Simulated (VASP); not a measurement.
A run of VASP 6.6.1:

File POSCAR:

```
KTaO3
1.0
    3.8635830917      0.0000000000      0.0000000000
    0.0000000000      3.8635830917      0.0000000000
    0.0000000000      0.0000000000      4.2499414009
K Ta O
1 1 3
Direct
    0.5000000000      0.5000000000      0.5000000000
    0.0000000000      0.0000000000      0.0000000000
    0.5000000000      0.0000000000      0.0000000000
    0.0000000000      0.5000000000      0.0000000000
    0.0000000000      0.0000000000      0.5000000000
```

File INCAR.step1:

```
SYSTEM = KTaO3
PREC     = Accurate       ! precision mode
ENCUT    = 660            ! plane-wave cutoff, eV
ISMEAR   = 0              ! smearing method
SIGMA    = 0.05           ! smearing width, eV
LREAL    = .FALSE.        ! projectors in reciprocal space
LASPH    = .TRUE.         ! aspherical terms in the spheres
NELM     = 120            ! most SCF steps
NBANDS   = 28             ! bands
GGA      = PE             ! functional
ALGO     = Normal         ! electronic algorithm
EDIFF    = 1E-5           ! SCF threshold, eV
LWAVE    = .TRUE.         ! write WAVECAR
LCHARG   = .FALSE.        ! write CHGCAR
GGA_COMPAT= .FALSE.
```

The input INCAR.step2:

```
SYSTEM = KTaO3
PREC     = Accurate       ! precision mode
ENCUT    = 660            ! plane-wave cutoff, eV
EDIFF    = 1E-6           ! SCF threshold, eV
ISMEAR   = 0              ! smearing method
SIGMA    = 0.05           ! smearing width, eV
LREAL    = .FALSE.        ! projectors in reciprocal space
LASPH    = .TRUE.         ! aspherical terms in the spheres
NELM     = 120            ! most SCF steps
ALGO     = Normal         ! electronic algorithm
ISIF     = 2              ! what is computed and relaxed
LWAVE    = .FALSE.        ! write WAVECAR
LCHARG   = .FALSE.        ! write CHGCAR
METAGGA  = R2SCAN         ! meta-GGA
LMIXTAU  = .TRUE.       
NBANDS   = 28             ! bands
ISTART   = 1            
GGA_COMPAT= .FALSE.
```

File KPOINTS:

```
Automatic mesh
0
G
  6 6 6
  0 0 0
```

Potentials or basis: VASP PAW PBE potentials, release 64 (K_sv, Ta_sv_GW, O).

Command:

```bash
$ cat potpaw_PBE.64/K_sv/POTCAR potpaw_PBE.64/Ta_sv_GW/POTCAR potpaw_PBE.64/O/POTCAR > POTCAR
$ cp INCAR.step1 INCAR
$ mpirun -np 1 vasp_std > vasp.out
$ cp INCAR.step2 INCAR
$ mpirun -np 1 vasp_std > vasp.out
```

Hardware: 1 thread of Intel(R) Xeon(R) Platinum 8259CL CPU @ 2.50GHz (Skylake/Cascade Lake) (shared host).

Estimate the wall time of this run.

Wall time 3.9 min on 1 thread of Intel(R) Xeon(R) Platinum 8259CL CPU @ 2.50GHz (Skylake/Cascade Lake), on a shared host, peak memory 0.27 GiB. Counts: k points 40.
